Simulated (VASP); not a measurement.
Runs of VASP 6.6.1 on Se. The structure is that of space group Pm-3m (No. 221), or close to it. The cells are those of the table. 

```tsv
task	cell	k mesh	cutoff (eV)	gap on the mesh (eV)	pressure (GPa)
relaxation of cell and atoms	relaxed from a = 2.866 Å, 1 atom	11 × 11 × 11	600	none	0.0
single point	a = 2.710 Å, 1 atom	13 × 13 × 13	520	none	8.4
single point	a = 2.749 Å, 1 atom	13 × 13 × 13	520	none	(a)
single point	a = 2.823 Å, 1 atom	13 × 13 × 13	520	none	-2.8
single point	a = 2.893 Å, 1 atom	13 × 13 × 13	520	none	-7.1
single point	a = 2.786 Å, 1 atom	13 × 13 × 13	520	none	0.1
single point	a = 2.786 Å, 1 atom	11 × 11 × 11	520	none	0.1
```

Alike in all rows: level PBEsol; potentials or basis VASP PAW PBE potentials, release 64 (Se); no spin polarisation; smearing fermi-dirac 0.1 eV.

Problem. Fill in the values left out.

Solution. (a) 3.8.

Caveats: the PAW data sets were made with another functional, which shifts forces and pressure a little.

A k mesh can miss the band edges, and the runs leave out spin-orbit coupling on Se.

A gap of «none» marks levels without a gap at the run's occupations.
